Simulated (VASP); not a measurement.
Write the native input for VASP 6.6.1 that does the following.

| Item | Value |
| --- | --- |
| Task | single point |
| Functional | r2SCAN |
| Potentials or basis | VASP PAW PBE potentials, release 64 (Ca_sv, Sr_sv, Te) |
| Cutoff | 520 eV |
| k mesh | 6 × 6 × 6 |
| Occupations | gaussian, width 0.01 eV |
| Spin | no spin polarisation |
| Dipole correction | no |
| Further INCAR settings | ALGO = Normal; EDIFF = 1e-06; NBANDS = 24 |

Crystal: SrCaTe2.

```
CELL_PARAMETERS angstrom
2.35832 1.36158 7.70723
-2.35832 1.36158 7.70723
0.00000 -2.72316 7.70723
ATOMIC_POSITIONS crystal
Ca 0.00000 0.00000 0.00000
Sr 0.50000 0.50000 0.50000
Te 0.25425 0.25425 0.25425
Te 0.74575 0.74575 0.74575
```

One way to write it, as run:

POSCAR

```
SrCaTe2
1.0
    2.3583248650      1.3615794958      7.7072304240
   -2.3583248650      1.3615794958      7.7072304240
    0.0000000000     -2.7231589912      7.7072304241
Ca Sr Te
1 1 2
Direct
    1.0000000000      0.0000000000      0.0000000000
    0.5000000000      0.5000000000      0.5000000000
    0.2542541293      0.2542541293      0.2542541293
    0.7457458707      0.7457458707      0.7457458707
```

INCAR.step1

```
SYSTEM = SrCaTe2
ALGO = Normal ; EDIFF = 1E-4
ENCUT = 520 ; GGA = PE
ISMEAR = 0 ; LASPH = .True.
LCHARG = .False. ; LREAL = .False.
LWAVE = .True. ; NBANDS = 24
NELM = 80 ; PREC = Accurate
SIGMA = 0.01
```

INCAR.step2

```
SYSTEM = SrCaTe2
ALGO = Normal ; EDIFF = 1E-6
ENCUT = 520 ; ISIF = 2
ISMEAR = 0 ; ISTART = 1
LASPH = .True. ; LCHARG = .False.
LMIXTAU = .True. ; LREAL = .False.
LWAVE = .False. ; METAGGA = R2SCAN
NBANDS = 24 ; NELM = 80
PREC = Accurate ; SIGMA = 0.01
```

KPOINTS

```
k-points
0
Gamma
  6 6 6
  0 0 0
```

Potentials or basis: VASP PAW PBE potentials, release 64 (Ca_sv, Sr_sv, Te).

Run with:

```bash
$ cat potpaw_PBE.64/Ca_sv/POTCAR potpaw_PBE.64/Sr_sv/POTCAR potpaw_PBE.64/Te/POTCAR > POTCAR
$ cp INCAR.step1 INCAR
$ mpirun -np 1 vasp_std > vasp.out
$ cp INCAR.step2 INCAR
$ mpirun -np 1 vasp_std > vasp.out
```

It gave:

The pressure is -1.8 GPa and the largest force is 0.020 eV/Å. The band gap on the k mesh is 2.17 eV (least direct gap 3.03 eV).

Caveat: the PAW data sets were made with another functional, which shifts forces and pressure a little; spin-orbit coupling is left out, which moves the levels of the heavy elements.

Run time: 14 min on 1 thread of AMD EPYC 9R45 96-Core Processor (Zen 5), with other jobs on the host, peak memory 0.67 GiB.
